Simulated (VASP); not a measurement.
# GaP (I-4m2) in VASP: dielectric tensor with r2SCAN

Aim: the dielectric tensor of GaP with r2SCAN.

Program: VASP 6.6.1. These are calculated values, not measurements. Logs are shortened: lines on timing, memory, paths and dates and some standing lists are left out, and cuts for length are marked.

## Step 1: The cell of the first run

The structure is tetragonal, space group I-4m2 (No. 119). The conventional cell has a = 3.893 Å, b = 3.893 Å, c = 5.405 Å, α = 90.00°, β = 90.00°, γ = 90.00°. Ga (site symmetry -4m2) has 4 P at 2.37 Å within 3.1 Å. Within 3.1 Å of P (site symmetry -4m2) lie 4 Ga at 2.37 Å.

## Step 2: Dielectric tensor, r2SCAN (epitaxial xy strain +1.0%)

File INCAR:

```
ALGO = Normal ; EDIFF = 1E-8
ENCUT = 520 ; ISIF = 2
ISMEAR = 0 ; LASPH = True
LCALCEPS = True ; LCHARG = False
LMIXTAU = True ; LREAL = False
LWAVE = False ; METAGGA = R2SCAN
NELM = 60 ; PREC = Accurate
SIGMA = 0.01
```

File KPOINTS:

```
k-points
0
Gamma
  6 6 6
```

File POSCAR:

```
GaP
1.0
    0.0000000000      2.7526532803      2.7026489945
    2.7526532803      0.0000000000      2.7026489945
    2.7526532803      2.7526532803      0.0000000000
Ga P
1 1
Direct
    0.0000000000      0.0000000000      0.0000000000
    0.2500000000      0.2500000000      0.2500000000
```

Potentials or basis: VASP PAW PBE potentials, release 64 (Ga_d, P).

The run is started by

```bash
> cat potpaw_PBE.64/Ga_d/POTCAR potpaw_PBE.64/P/POTCAR > POTCAR
> mpirun -np 1 vasp_std > vasp.out
```

OUTCAR:

```text
EDIFF = 1E-8
   ENCUT = 520
   ISIF = 2
   ISMEAR = 0
   LASPH = True
   LREAL = False
   METAGGA = R2SCAN
   NELM = 60
   PREC = Accurate

 ion  position               nearest neighbor table
   1  0.000  0.000  0.000-   2 2.37   2 2.37   2 2.37   2 2.37
   2  0.250  0.250  0.250-   1 2.37   1 2.37   1 2.37   1 2.37

  LATTYP: Found a body centered tetragonal cell.
 ALAT       =     3.8928396015
 C/A-ratio  =     1.3885231713

  Lattice vectors:

 A1 = (   0.0000000000,  -2.7526532803,  -2.7026489945)
 A2 = (   0.0000000000,   2.7526532803,  -2.7026489945)
 A3 = (   2.7526532803,   0.0000000000,   2.7026489945)

Analysis of symmetry for initial positions (statically):
=====================================================================
 Subroutine PRICEL returns:
 Original cell was already a primitive cell.

 Routine SETGRP: Setting up the symmetry group for a
 body centered tetragonal supercell.

 Subroutine GETGRP returns: Found  8 space group operations
 (whereof  8 operations were pure point group operations)
 out of a pool of 16 trial point group operations.

The static configuration has the point symmetry D_2d.

Analysis of symmetry for dynamics (positions and initial velocities):
=====================================================================
 Subroutine PRICEL returns:
 Original cell was already a primitive cell.

 Routine SETGRP: Setting up the symmetry group for a
 body centered tetragonal supercell.

 Subroutine GETGRP returns: Found  8 space group operations
 (whereof  8 operations were pure point group operations)
 out of a pool of 16 trial point group operations.

The dynamic configuration has the point symmetry D_2d.

 Subroutine INISYM returns: Found  8 space group operations
 (whereof  8 operations are pure point group operations),
 and found     1 'primitive' translations

----------------------------------------------------------------------------------------

                                     Primitive cell

  volume of cell :      40.9565

  direct lattice vectors                    reciprocal lattice vectors
     0.000000000  2.752653280  2.702648995    -0.181642927  0.181642927  0.185003676
     2.752653280  0.000000000  2.702648995     0.181642927 -0.181642927  0.185003676
     2.752653280  2.752653280  0.000000000     0.181642927  0.181642927 -0.185003676

  length of vectors
     3.857643279  3.857643279  3.892839602     0.316567002  0.316567002  0.316567002

  position of ions in fractional coordinates (direct lattice)
     0.000000000  0.000000000  0.000000000
     0.250000000  0.250000000  0.250000000

  ion indices of the primitive-cell ions
   primitive index   ion index
                 1           1
                 2           2

----------------------------------------------------------------------------------------

 KPOINTS: k-points

Automatic generation of k-mesh.
 Grid dimensions read from file:
 generate k-points for:    6    6    6

 Generating k-lattice:

  Cartesian coordinates                     Fractional coordinates (reciprocal lattice)
    -0.030273821  0.030273821  0.030833946     0.166666667  0.000000000  0.000000000
     0.030273821 -0.030273821  0.030833946     0.000000000  0.166666667  0.000000000
     0.030273821  0.030273821 -0.030833946    -0.000000000 -0.000000000  0.166666667

  Length of vectors
     0.052761167  0.052761167  0.052761167

  Shift w.r.t. Gamma in fractional coordinates (k-lattice)
     0.000000000  0.000000000  0.000000000

 Subroutine IBZKPT returns following result:
 ===========================================

 Found     30 irreducible k-points:

 Following reciprocal coordinates:
            Coordinates               Weight
  0.000000  0.000000  0.000000      1.000000
  0.166667  0.000000  0.000000      8.000000
  0.333333 -0.000000  0.000000      8.000000
  0.500000 -0.000000  0.000000      4.000000
  0.166667  0.166667  0.000000      2.000000
  0.333333  0.166667  0.000000      8.000000
[... 16 lines left out ...]
  0.333333  0.000000  0.333333      4.000000
  0.500000 -0.000000  0.333333     16.000000
 [... further k-points ...]
   k-points           NKPTS =     30   k-points in BZ     NKDIM =     30   number of bands    NBANDS=     13
   number of dos      NEDOS =    301   number of ions     NIONS =      2
   total plane-waves  NPLWV =  27000
   dimension x,y,z NGX =    30 NGY =   30 NGZ =   30
   dimension x,y,z NGXF=    60 NGYF=   60 NGZF=   60
   ions per type =               1   1
   NGX,Y,Z   is equivalent  to a cutoff of  12.93, 12.93, 12.81 a.u.
   NGXF,Y,Z  is equivalent  to a cutoff of  25.86, 25.86, 25.62 a.u.
 SYSTEM =  unknown system
   PREC   = accura    normal or accurate (medium, high low for compatibility)
   ISTART =      0    job   : 0-new  1-cont  2-samecut
   ICHARG =      2    charge: 1-file 2-atom 10-const
   ISPIN  =      1    spin polarized calculation?
   LNONCOLLINEAR =      F non collinear calculations
   LSORBIT =      F    spin-orbit coupling
   LASPH  =      T    aspherical Exc in radial PAW
   ENCUT  =  520.0 eV  38.22 Ry    6.18 a.u.   7.17  7.17  7.24*2*pi/ulx,y,z
   NELM   =     60;   NELMIN=  2; NELMDL= -5     # of ELM steps
   EDIFF  = 0.1E-07   stopping-criterion for ELM
   LREAL  =      F    real-space projection
   EDIFFG = 0.1E-06   stopping-criterion for IOM
   NSW    =      0    number of steps for IOM
   IBRION =     -1    ionic relax: 0-MD 1-quasi-New 2-CG
   NFREE  =      0    steps in history (QN), initial steepest desc. (CG)
   ISIF   =      2    stress and relaxation
   ISYM   =      2    0-nonsym 1-usesym 2-fastsym
   POTIM  = 0.5000    time-step for ionic-motion
   TEBEG  =    0.0;   TEEND  =   0.0 temperature during run
   PSTRESS=    0.0 pullay stress
   NELECT =      18.0000    total number of electrons
   NUPDOWN=      -1.0000    fix difference up-down
   EMIN   =  10.00;   EMAX   =-10.00  energy-range for DOS
   EFERMI =   0.00;   METHOD = LEGACY
   ISMEAR =     0;   SIGMA  =   0.01  broadening in eV -4-tet -1-fermi 0-gaus
   EFERMI_NEDOS =   21; number of points for ismear=-14 and -15
   IALGO  =     38    algorithm
   IMIX   =      4    mixing-type and parameters
     AMIX     =   0.40;   BMIX     =  1.00
     AMIX_MAG =   1.60;   BMIX_MAG =  1.00
  volume/ion in A,a.u.               =      20.48       138.19
  Fermi-wavevector in a.u.,A,eV,Ry     =   1.244681  2.352106 21.078570  1.549231
  Thomas-Fermi vector in A             =   2.378937
   LORBIT       =      0    0 simple, 1 ext, 2 COOP (PROOUT), +10 PAW based schemes
   METAGGA = R2SCAN    functional components
   LHFCALC =     F    Hartree Fock is set to
   AEXX    =    0.0000 exact exchange contribution
   IVDW    =     0    specifies the selected vdW correction
   LEPSILON=     F    determine dielectric tensor
   LRPA    =     F    only Hartree local field effects (RPA)
   LRPA       =     F
 non-spin polarized calculation
 Gauss-broadening in eV      SIGMA  =   0.01
  energy-cutoff  :      520.00
  volume of cell :       40.96
 maximum number of plane-waves:      1114
 NGX is ok and might be reduce to    30
   NGX = 15   NGY = 15   NGZ = 15

 number of electron      17.9999995 magnetization

 Free energy of the ion-electron system (eV)
  ---------------------------------------------------
  ext. energy  EPLUGINS =         0.00000000
  ---------------------------------------------------
  free energy    TOTEN  =       -21.44751913 eV

  energy without entropy =      -21.44751913  energy(sigma->0) =      -21.44751913

 E-fermi :   4.5110     XC(G=0): -10.4901

 val. band max:        4.4182537376   @ k =   0.0000   0.0000   0.0000
 cond. band min:   10000.0000000000   @ k =   0.0000   0.0000   0.0000
 fundamental gap:   9995.5817462624
 Fermi energy:         4.5110275913

 k-point     1 :       0.0000    0.0000    0.0000
  band No.  band energies     occupation
      1     -10.6314      2.00000
      2     -10.6301      2.00000
      3     -10.6253      2.00000
      4     -10.5210      2.00000
      5     -10.5176      2.00000
      6      -8.5829      2.00000
      7       4.3128      2.00000
      8       4.3131      2.00000
      9       4.4183      2.00000
     10   10000.0000      0.00000
     11   10000.0000      0.00000
     12   10000.0000      0.00000
     13   10000.0000      0.00000

 k-point     2 :       0.1667    0.0000    0.0000
  band No.  band energies     occupation
      1     -10.6548      2.00000
      2     -10.6219      2.00000
      3     -10.6191      2.00000
      4     -10.5212      2.00000
      5     -10.5170      2.00000
      6      -8.2136      2.00000
      7       1.9452      2.00000
      8       3.9214      2.00000
      9       4.0181      2.00000
     10   10000.0000      0.00000
     11   10000.0000      0.00000
     12   10000.0000      0.00000
     13   10000.0000      0.00000

 k-point     3 :       0.3333   -0.0000    0.0000
  band No.  band energies     occupation
      1     -10.6981      2.00000
      2     -10.6085      2.00000
      3     -10.6057      2.00000
      4     -10.5187      2.00000
      5     -10.5129      2.00000
      6      -7.2377      2.00000
      7      -0.9660      2.00000
      8       3.3482      2.00000
      9       3.4849      2.00000
     10   10000.0000      0.00000
     11   10000.0000      0.00000
     12   10000.0000      0.00000
     13   10000.0000      0.00000
[... 305 lines left out ...]
 k-point    23 :       0.3333    0.0000    0.3333
  band No.  band energies     occupation
      1     -10.7297      2.00000
      2     -10.5795      2.00000
      3     -10.5777      2.00000
      4     -10.5433      2.00000
      5     -10.5037      2.00000
      6      -6.7783      2.00000
      7      -0.8280      2.00000
      8       2.0894      2.00000
      9       2.1206      2.00000
     10   10000.0000      0.00000
     11   10000.0000      0.00000
     12   10000.0000      0.00000
     13   10000.0000      0.00000

 k-point    24 :       0.5000   -0.0000    0.3333
  band No.  band energies     occupation
      1     -10.7411      2.00000
      2     -10.5757      2.00000
      3     -10.5700      2.00000
      4     -10.5426      2.00000
      5     -10.5037      2.00000
      6      -5.9044      2.00000
      7      -2.0707      2.00000
      8       0.9870      2.00000
      9       1.9486      2.00000
     10   10000.0000      0.00000
     11   10000.0000      0.00000
     12   10000.0000      0.00000
     13   10000.0000      0.00000

 [... further k-points ...]

------------------------ aborting loop because EDIFF is reached ----------------------------------------

            Ionic dipole moment: p[ion]=(     6.88163     6.88163     6.75662 ) |e| Angst

 Total electronic dipole moment: p[elc]=(     0.01264     0.01264     0.03041 ) |e| Angst

 MACROSCOPIC STATIC DIELECTRIC TENSOR (including local field effects)
 ------------------------------------------------------
           9.141165     0.000000     0.000000
           0.000000     9.141165     0.000000
          -0.000000    -0.000000     8.965390
 ------------------------------------------------------

 PIEZOELECTRIC TENSOR (including local field effects) (e Angst)
          XX          YY          ZZ          XY          YZ          ZX
  --------------------------------------------------------------------------------
  x     0.00000    -0.00000     0.00000     0.00000    -2.00262     0.00000
  y     0.00000     0.00000     0.00000     0.00000     0.00000    -2.00262
  z     0.00000     0.00000     0.00000    -2.07526     0.00000     0.00000

 PIEZOELECTRIC TENSOR (including local field effects) (C/m^2)
          XX          YY          ZZ          XY          YZ          ZX
  --------------------------------------------------------------------------------
  x     0.00000    -0.00000     0.00000     0.00000    -0.78341     0.00000
  y     0.00000     0.00000     0.00000     0.00000     0.00000    -0.78340
  z     0.00000     0.00000     0.00000    -0.81182     0.00000     0.00000

 BORN EFFECTIVE CHARGES (including local field effects) (in |e|, cummulative output)
 ---------------------------------------------------------------------------------
 ion    1
    1     2.20690    -0.00000     0.00000
    2    -0.00000     2.20690     0.00000
    3     0.00000     0.00000     2.12199
 ion    2
    1    -2.20690    -0.00000     0.00000
    2     0.00000    -2.20690     0.00000
    3     0.00000     0.00000    -2.12199

  FORCE on cell =-STRESS in cart. coord.  units (eV):
  Direction    XX          YY          ZZ          XY          YZ          ZX
  --------------------------------------------------------------------------------------
  -------------------------------------------------------------------------------------
  Total       -0.3777823     -0.3777823     -0.0156284      0.0000000      0.0000000      0.0000000
  in kB      -14.7784730    -14.7784730     -0.6113667      0.0000000      0.0000000      0.0000000
  external PRESSURE =     -10.0561042 kB  Pullay stress =       0.0000000 kB

 VOLUME and BASIS-vectors are now :
 -----------------------------------------------------------------------------
  energy-cutoff  :      520.00
  volume of cell :       40.96
      direct lattice vectors                 reciprocal lattice vectors
     0.000000000  2.752653280  2.702648995    -0.181642927  0.181642927  0.185003676
     2.752653280  0.000000000  2.702648995     0.181642927 -0.181642927  0.185003676
     2.752653280  2.752653280  0.000000000     0.181642927  0.181642927 -0.185003676

 POSITION                                       TOTAL-FORCE (eV/Angst)
 -----------------------------------------------------------------------------------
      0.00000      0.00000      0.00000        -0.000000     -0.000000      0.000000
      1.37633      1.37633      1.35132         0.000000      0.000000     -0.000000
 -----------------------------------------------------------------------------------
    total drift:                                0.000005      0.000005      0.000014

  FREE ENERGIE OF THE ION-ELECTRON SYSTEM (eV)
  ---------------------------------------------------
  free  energy   TOTEN  =       -21.4475191284 eV

  energy  without entropy=      -21.4475191284  energy(sigma->0) =      -21.44751913
```

Run time: 23 min. Hardware: 1 thread of Intel Xeon 6975P-C (Granite Rapids), shared host; peak memory 0.38 GiB.

Results:

```yaml
Band_gap_on_the_k_mesh: 1.78 eV (least direct gap 2.17 eV)
Electronic_dielectric_tensor_diagonal: 9.14, 9.14, 8.97
Born_charges_mean_of_the_diagonal: Ga +2.18; P -2.18 e
```

Electronic dielectric tensor:
```
9.14 0.00 0.00
0.00 9.14 0.00
0.00 0.00 8.97
```

Born effective charge tensors (e):
atom 1, Ga
```
2.21 0.00 0.00
0.00 2.21 0.00
0.00 0.00 2.12
```
atom 2, P
```
-2.21  0.00  0.00
 0.00 -2.21  0.00
 0.00  0.00 -2.12
```

Dipole moments of the cell (e·Å, modulo the quantum): ionic 6.882, 6.882, 6.757; electronic 0.013, 0.013, 0.030

Caveat: the cell differs from its parent crystal (epitaxial xy strain +1.0%); the PAW data sets were made with another functional, which shifts forces and pressure a little.

The gap in the log of VASP goes by the Fermi energy; the results here count the filled bands.